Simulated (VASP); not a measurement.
Input of a VASP 6.6.1 run:

The input INCAR:

```
PREC = Accurate
ENCUT = 500
EDIFF = 1E-7
ISMEAR = 0
SIGMA = 0.1
LREAL = F
LASPH = T
NELM = 120
ALGO = Normal
ISIF = 3
LWAVE = F
LCHARG = F
GGA = PE
IBRION = 2
NSW = 80
EDIFFG = -0.025
GGA_COMPAT = F
NELMIN = 4
```

KPOINTS

```
Automatic mesh
0
Gamma
  4 4 2
```

POSCAR

```
NaCl
1.0
    0.0421779832      3.7535688202      0.0619601133
    1.8795881840     -1.9699490458     -6.8821719453
   -7.4335330970     -0.0843559665      0.0458722403
Na Cl
4 4
Direct
    0.7137869426      0.4092040122      0.8524641967
    0.6813674224      0.4030192513      0.3444969514
    0.9794520475      0.9022556708      0.7183888509
    0.9891080777      0.9352882576      0.2196762233
    0.2656599849      0.5793602994      0.6592951993
    0.3355171515      0.5943089274      0.1631436929
    0.5048107166      0.0928087946      0.5250242332
    0.5302976568      0.0837547867      0.0175106523
```

Potentials or basis: VASP PAW PBE potentials, release 64 (Na_pv, Cl).

The run is started by

```console
$ cat potpaw_PBE.64/Na_pv/POTCAR potpaw_PBE.64/Cl/POTCAR > POTCAR
$ mpirun -np 1 vasp_std > vasp.out
```

(1) Estimate the space group after relaxing (to 0.1 Å).

(2) Predict the band gap on the k mesh.

(3) Predict the relaxed volume.

## Answers

(1) I4_1md (No. 109).

(2) 4.44 eV.

(3) 23.37 Å³/atom.

Caveat: the k points lie up to 0.44 Å⁻¹ apart in the final cell.
